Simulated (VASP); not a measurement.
Mo: single point with PBE

The system is Mo.

```
Mo
1.0
     2.65345    0.00000    0.00000
    -1.32672    2.29795    0.00000
     0.00000    0.00000    2.47853
Mo
1
Direct
  0.00000 0.00000 0.50000
```

This cell differs from its parent crystal: strain -0.030 along x and y, -0.030 along z.

* Program: VASP 6.6.1
* Task: single point
* Functional: PBE
* Potentials or basis: VASP PAW PBE potentials, release 64 (Mo_sv)
* Cutoff: 520 eV
* k mesh: 21 × 21 × 18
* Occupations: gaussian, width 0.15 eV
* Spin: no spin polarisation

The pressure is 28.5 GPa. The band gap on the k mesh is zero (band 7 reaches 14.08 eV, above the bottom of band 8 at 11.92 eV).

Stress tensor (GPa, compression positive):
```
32.00  0.00  0.00
 0.00 32.00  0.00
 0.00  0.00 21.48
```

Levels at points of the mesh, in eV from the Fermi level:
| k point | band 4 | band 5 | band 6 | band 7 | band 8 | band 9 | band 10 | band 11 |
| --- | --- | --- | --- | --- | --- | --- | --- | --- |
| (0.00, 0.00, 0.00) | -34.04 | -7.05 | -4.83 | -1.08 | -1.08 | 4.68 | 4.68 | 13.04 |
| (0.00, 0.00, 0.50) | -33.92 | -3.88 | -0.14 | -0.14 | 0.14 | 0.89 | 0.89 | 11.38 |

Wall time 40 s on 1 thread of Intel(R) Xeon(R) Platinum 8559C (Emerald Rapids) (shared host), peak memory 0.19 GiB.

Caveat: the cell differs from its parent crystal (strain -0.030 along x and y, -0.030 along z).
